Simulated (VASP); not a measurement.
Runs of VASP 6.6.1 on Te2Mo. The structure is that of space group P6_3/mmc (No. 194), or close to it. The cells are those of the table. 

```csv
cell,gap on the mesh (eV),pressure (GPa),largest force (eV/Å)
"a = 3.422, b = 3.422, c = 13.591 Å, angles 90.0, 90.0, 120.0°, 6 atoms",0.77,13.6,(b)
"a = 3.487, b = 3.487, c = 13.848 Å, angles 90.0, 90.0, 120.0°, 6 atoms",0.79,6.0,(a)
"a = 3.580, b = 3.580, c = 14.218 Å, angles 90.0, 90.0, 120.0°, 6 atoms",0.81,-2.0,0.48
"a = 3.455, b = 3.455, c = 13.721 Å, angles 90.0, 90.0, 120.0°, 6 atoms",0.78,(d),(c)
"a = 3.518, b = 3.518, c = 13.974 Å, angles 90.0, 90.0, 120.0°, 6 atoms",0.80,2.9,0.19
```

Alike in all rows: task single point; level PBE; potentials or basis VASP PAW PBE potentials, release 64 (Te, Mo_sv); no spin polarisation; k mesh 8 × 8 × 2; cutoff (eV) 520; smearing fermi-dirac 0.1 eV.

**Question.** Estimate the missing entries.

**Answer.** (a) 0.58; (b) 1.51; (c) 1.02; (d) 9.5.

Caveats: spin-orbit coupling is left out, which moves the levels of the heavy elements; this functional lacks dispersion, which binds the layers, so the pressure and a relaxed spacing across them are unreliable; forces of over 1 eV/Å act on the atoms, so gaps and moduli don't describe the material at rest (some runs).

A k mesh can miss the band edges, and the runs leave out spin-orbit coupling on Mo, Te.
